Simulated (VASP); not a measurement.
# Zr2TiB2 (I4/mmm) in VASP: a series of runs, part 2 of 2

VASP 6.6.1. Earlier steps stand in the parts before.

### 3 Relaxation of cell and atoms, PBE

Input file INCAR:

```
SYSTEM = Zr2TiB2
PREC = Accurate
ENCUT = 600
EDIFF = 1E-6
ISMEAR = 0
SIGMA = 0.1
LREAL = .False.
LASPH = .True.
NELM = 60
ALGO = Normal
ISIF = 3
LWAVE = .False.
LCHARG = .False.
GGA = PE
IBRION = 2
NSW = 90
EDIFFG = -0.04
```

Input file KPOINTS:

```
Automatic mesh
0
Gamma
  6 6 6
  0 0 0
```

Input file POSCAR:

```
Zr2TiB2
1.0
   -1.9225543200      1.9225543200      4.4012053300
    1.9225543200     -1.9225543200      4.4012053300
    1.9225543200      1.9225543200     -4.4012053300
Zr Ti B
2 1 2
Direct
    0.3672465400      0.3672465400      0.0000000000
    0.6327534600      0.6327534600      0.0000000000
    0.0000000000      0.0000000000      0.0000000000
    0.2500000000      0.7500000000      0.5000000000
    0.7500000000      0.2500000000      0.5000000000
```

Potentials or basis: VASP PAW PBE potentials, release 64 (Zr_sv, Ti_sv, B).

Run with:

```sh
> cat potpaw_PBE.64/Zr_sv/POTCAR potpaw_PBE.64/Ti_sv/POTCAR potpaw_PBE.64/B/POTCAR > POTCAR
> mpirun -np 1 vasp_std > vasp.out
```

OUTCAR:

```text
SYSTEM = Zr2TiB2
   PREC = Accurate
   ENCUT = 600
   EDIFF = 1E-6
   ISMEAR = 0
   LREAL = .False.
   LASPH = .True.
   NELM = 60
   ISIF = 3
   GGA = PE
   IBRION = 2
   NSW = 90
   EDIFFG = -0.04

 ion  position               nearest neighbor table
   1  0.367  0.367  0.000-   4 2.18   5 2.18   4 2.18   5 2.18   2 2.34   3 2.96   3 2.96   3 2.96
                             3 2.96   3 3.23   2 3.41   2 3.41   2 3.41   2 3.41
   2  0.633  0.633  0.000-   4 2.18   5 2.18   4 2.18   5 2.18   1 2.34   3 2.96   3 2.96   3 2.96
                             3 2.96   3 3.23   1 3.41   1 3.41   1 3.41   1 3.41
   3  0.000  0.000  0.000-   2 2.96   2 2.96   2 2.96   1 2.96   2 2.96   1 2.96   1 2.96   1 2.96
                             1 3.23   2 3.23
   4  0.250  0.750  0.500-   1 2.18   2 2.18   1 2.18   2 2.18
   5  0.750  0.250  0.500-   1 2.18   2 2.18   1 2.18   2 2.18

  LATTYP: Found a body centered tetragonal cell.
 ALAT       =     3.8451086400
 C/A-ratio  =     2.2892488832

  Lattice vectors:

 A1 = (  -1.9225543200,   1.9225543200,   4.4012053300)
 A2 = (   1.9225543200,  -1.9225543200,   4.4012053300)
 A3 = (   1.9225543200,   1.9225543200,  -4.4012053300)

Analysis of symmetry for initial positions (statically):
=====================================================================
 Subroutine PRICEL returns:
 Original cell was already a primitive cell.

 Routine SETGRP: Setting up the symmetry group for a
 body centered tetragonal supercell.

 Subroutine GETGRP returns: Found 16 space group operations
 (whereof 16 operations were pure point group operations)
[... 173 lines left out ...]

 E-fermi :  10.3907     XC(G=0): -12.1755

 val. band max:       10.3797460112   @ k =  -0.3333   0.3333   0.0000
 cond. band min:      10.3968686142   @ k =  -0.3333  -0.3333   0.3333
 fundamental gap:      0.0171226030
 Fermi energy:        10.3906956075

 k-point     1 :       0.0000    0.0000    0.0000
  band No.  band energies     occupation
      1     -46.6611      2.00000
      2     -37.9442      2.00000
      3     -37.2710      2.00000
      4     -23.0779      2.00000
      5     -22.8694      2.00000
      6     -22.8694      2.00000
[... 773 lines left out ...]
  FREE ENERGIE OF THE ION-ELECTRON SYSTEM (eV)
  ---------------------------------------------------
  free  energy   TOTEN  =       -35.9502388477 eV

  energy  without entropy=      -35.9302756253  energy(sigma->0) =      -35.94025724

[... ionic steps 4 to 17 ...]

--------------------------------------- Ionic step       18  -------------------------------------------

 number of electron      42.0000002 magnetization

------------------------ aborting loop because EDIFF is reached ----------------------------------------
[... 73 lines left out ...]
--------------------------------------- Ionic step       20  -------------------------------------------

 number of electron      42.0000002 magnetization

 Free energy of the ion-electron system (eV)
  ---------------------------------------------------
  ext. energy  EPLUGINS =         0.00000000
  ---------------------------------------------------
  free energy    TOTEN  =       -36.65704706 eV

  energy without entropy =      -36.61829310  energy(sigma->0) =      -36.63767008

 E-fermi :   6.9861     XC(G=0): -10.8705

 val. band max:        6.9575782953   @ k =  -0.3333   0.3333   0.1667
 cond. band min:       6.9931763702   @ k =   0.5000   0.0000   0.0000
 fundamental gap:      0.0355980749
 Fermi energy:         6.9860579963

 k-point     1 :       0.0000    0.0000    0.0000
  band No.  band energies     occupation
      1     -50.3601      2.00000
      2     -40.6989      2.00000
      3     -40.5912      2.00000
      4     -26.6139      2.00000
      5     -26.6139      2.00000
      6     -26.5629      2.00000
[... 695 lines left out ...]
  FREE ENERGIE OF THE ION-ELECTRON SYSTEM (eV)
  ---------------------------------------------------
  free  energy   TOTEN  =       -36.6570470598 eV

  energy  without entropy=      -36.6182931032  energy(sigma->0) =      -36.63767008

 reached required accuracy - stopping structural energy minimisation
```

CONTCAR:

```text
Zr2TiB2
   1.00000000000000
    -2.2246377002847550    2.2246377002847550    4.2772935129230270
     2.2246377002847550   -2.2246377002847550    4.2772935129230270
     2.2246377002847550    2.2246377002847550   -4.2772935129230270
  Zr              Ti              B
     2     1     2
Direct
     0.3254355668954306    0.3254355668954306    0.0000000000000000
     0.6745644331045693    0.6745644331045693    0.0000000000000000
     0.0000000000000000    0.0000000000000000    0.0000000000000000
     0.2500000000000000    0.7500000000000000    0.5000000000000000
     0.7500000000000000    0.2500000000000000    0.5000000000000000

  0.00000000E+00  0.00000000E+00  0.00000000E+00
  0.00000000E+00  0.00000000E+00  0.00000000E+00
  0.00000000E+00  0.00000000E+00  0.00000000E+00
  0.00000000E+00  0.00000000E+00  0.00000000E+00
  0.00000000E+00  0.00000000E+00  0.00000000E+00
```

Run time: 33 min. Hardware: 1 thread of Intel Xeon Platinum 8488C (Sapphire Rapids), shared host; peak memory 0.32 GiB.

Results:

```yaml
Free_energy: -36.6570 eV
Relaxed_volume: 16.93 Å³/atom
Relaxed_cell: a = 5.310 Å, b = 5.310 Å, c = 5.310 Å, α = 130.46°, β = 130.46°, γ = 72.67°
Space_group_after_relaxing_to_0.1_Å: I4/mmm (No. 139)
Energy_gained_by_relaxing: 435.0 meV/atom
Ionic_steps: 20
Pressure_after_relaxing: -0.1 GPa
Largest_force_after_relaxing: 0.006 eV/Å
Band_gap_on_the_k_mesh: zero (bands 21 and 22 overlap by 0.63 eV)
```

Forces in eV/Å, atoms in the order of the input:
```
Zr   0.000  0.000 -0.006
Zr   0.000  0.000  0.006
Ti   0.000  0.000  0.000
B    0.000  0.000  0.000
B    0.000  0.000  0.000
```

Step by step:
| step | energy change (eV) | largest force (eV/Å) | pressure (GPa) | volume (Å³) |
| --- | --- | --- | --- | --- |
| 1 | 0.0000 | 1.3295 | 32.52 | 65.07 |
| 2 | -1.0730 | 3.0042 | -11.74 | 93.25 |
| 3 | -1.4682 | 2.5797 | -1.66 | 81.77 |
| 4 | -1.9424 | 0.7866 | -0.52 | 84.16 |
| 5 | -1.9733 | 0.3190 | -0.27 | 84.77 |
| 6 | -1.9760 | 0.1549 | -0.16 | 85.00 |
| 7 | -1.9938 | 0.1832 | 0.06 | 84.84 |
| 8 | -2.0309 | 0.3368 | 0.70 | 84.30 |
| 9 | -2.0994 | 0.5841 | 1.54 | 82.91 |
| 10 | -1.7646 | 0.6157 | 5.77 | 78.75 |
| 11 | -2.1139 | 0.7083 | 1.36 | 82.32 |
| 12 | -2.1095 | 0.3460 | 2.71 | 80.83 |
| 13 | -2.1264 | 0.5499 | 1.98 | 81.57 |
| 14 | -2.1409 | 0.4470 | 1.50 | 82.04 |
| 15 | -2.1488 | 0.2434 | 0.80 | 82.72 |
| 16 | -2.1565 | 0.2005 | 0.74 | 82.98 |
| 17 | -2.1711 | 0.0649 | 0.52 | 83.74 |
| 18 | -2.1662 | 0.2606 | 0.20 | 85.24 |
| 19 | -2.1747 | 0.0566 | 0.38 | 84.33 |
| 20 | -2.1751 | 0.0062 | -0.12 | 84.67 |

Final structure:
```cif
data_structure
_symmetry_space_group_name_H-M 'P 1'
_symmetry_Int_Tables_number 1
_cell_length_a 5.3097
_cell_length_b 5.3097
_cell_length_c 5.3097
_cell_angle_alpha 130.460
_cell_angle_beta 130.460
_cell_angle_gamma 72.672
_cell_volume 84.67
loop_
_atom_site_label
_atom_site_type_symbol
_atom_site_fract_x
_atom_site_fract_y
_atom_site_fract_z
_atom_site_occupancy
Zr1 Zr 0.32544 0.32544 0.00000 1
Zr2 Zr 0.67456 0.67456 0.00000 1
Ti1 Ti 0.00000 0.00000 0.00000 1
B1 B 0.25000 0.75000 0.50000 1
B2 B 0.75000 0.25000 0.50000 1
```

Caveat: the volume moved by over 15 % at a fixed basis, so the end points are rough.

### 4 Single point, PBE, collinear spin

This run uses another cell than the first one, of 16.92 Å³/atom.

Input file INCAR:

```
PREC = Accurate ; ENCUT = 520
EDIFF = 1E-7 ; ISMEAR = 0
SIGMA = 0.1 ; LREAL = F
LASPH = T ; NELM = 150
ALGO = Normal ; ISIF = 2
LWAVE = F ; LCHARG = F
ISPIN = 2 ; MAGMOM = 1 1 1 0 0
LORBIT = 11 ; LMAXMIX = 4
GGA = PE ; NBANDS = 33
```

Input file KPOINTS:

```
regular mesh
0
Gamma
  6 6 6
```

Input file POSCAR:

```
Zr2TiB2
1.0
   -2.2229332048      2.2229332048      4.2807551810
    2.2229332048     -2.2229332048      4.2807551810
    2.2229332048      2.2229332048     -4.2807551810
Zr Ti B
2 1 2
Direct
    0.3257140176      0.3257140176      0.0000000000
    0.6742859824      0.6742859824      0.0000000000
    0.0000000000      0.0000000000      0.0000000000
    0.2500000000      0.7500000000      0.5000000000
    0.7500000000      0.2500000000      0.5000000000
```

Run with:

```sh
> cat potpaw_PBE.64/Zr_sv/POTCAR potpaw_PBE.64/Ti_sv/POTCAR potpaw_PBE.64/B/POTCAR > POTCAR
> mpirun -np 1 vasp_std > vasp.out
```

Run time: 8.9 min. Hardware: 1 thread of Intel Xeon Platinum 8488C (Sapphire Rapids), shared host; peak memory 0.36 GiB.

It converged, with:

```
Free energy                                           : -36.8388 eV
Pressure                                              : 0.9 GPa
Largest force                                         : 0.049 eV/Å
Net moment                                            : 1.09 μB per cell
Site moments                                          : Zr -0.07; Ti +1.05; B -0.03 μB
Valence electrons inside the program's atomic spheres : Zr 10.05; Ti 10.05; B 1.77
```

Forces in eV/Å, atoms in the order of the input:
```
Zr   0.000  0.000 -0.049
Zr   0.000  0.000  0.049
Ti   0.000  0.000  0.000
B    0.000  0.000  0.000
B    0.000  0.000  0.000
```

Stress tensor (GPa, compression positive):
```
0.30 0.00 0.00
0.00 0.30 0.00
0.00 0.00 2.11
```

Levels at points of the mesh, in eV from the Fermi level:
Spin up:
| k point | band 20 | band 21 | band 22 | band 23 | band 24 | band 25 |
| --- | --- | --- | --- | --- | --- | --- |
| (0.00, 0.00, 0.00) | -0.84 | -0.35 | -0.35 | -0.32 | 1.71 | 1.86 |
| (0.50, 0.00, 0.00) | -0.87 | -0.54 | -0.34 | 0.15 | 1.05 | 1.36 |
| (0.50, 0.50, 0.00) | -0.73 | -0.62 | -0.51 | 0.15 | 1.16 | 1.19 |
| (0.50, 0.50, 0.50) | -0.55 | -0.10 | 0.14 | 0.58 | 0.89 | 1.95 |
Spin down:
```tsv
k point	band 17	band 18	band 19	band 20	band 21	band 22	band 23	band 24
(0.00, 0.00, 0.00)	-1.67	-1.67	-0.94	-0.31	-0.26	-0.26	0.81	2.32
(0.50, 0.00, 0.00)	-1.54	-1.53	-1.35	-0.81	-0.14	0.54	0.60	1.59
(0.50, 0.50, 0.00)	-2.39	-1.20	-0.78	-0.57	-0.51	0.24	0.41	1.69
(0.50, 0.50, 0.50)	-1.34	-1.31	-0.23	-0.23	0.08	0.57	1.35	1.38
```

### 5 Summary

| task | spin | cell | cutoff (eV) | gap on the mesh (eV) | pressure (GPa) | largest force (eV/Å) |
| --- | --- | --- | --- | --- | --- | --- |
| single point | off | a = 5.173 Å, angles 136.4, 136.4, 63.4°, 5 atoms, atomic positions A | 520 | none | 32.5 | 1.33 |
| relaxation of cell and atoms | off | relaxed from a = 5.173 Å, angles 136.4, 136.4, 63.4°, 5 atoms, atomic positions A | 600 | none | -0.1 | 0.01 |
| single point | collinear | a = 5.311 Å, angles 130.5, 130.5, 72.6°, 5 atoms, atomic positions B | 520 | none | 0.9 | 0.05 |

Alike in all rows: level PBE; potentials or basis VASP PAW PBE potentials, release 64 (Zr_sv, Ti_sv, B); k mesh 6 × 6 × 6; smearing gaussian 0.1 eV.

Caveats: the cell stands under pressure (at least some runs); forces of over 1 eV/Å act on the atoms, so gaps and moduli don't describe the material at rest (at least some runs); the volume moved by over 15 % at a fixed basis, so the end points are rough (at least some runs).

Absolute energies hang on the potentials; compare differences alone.
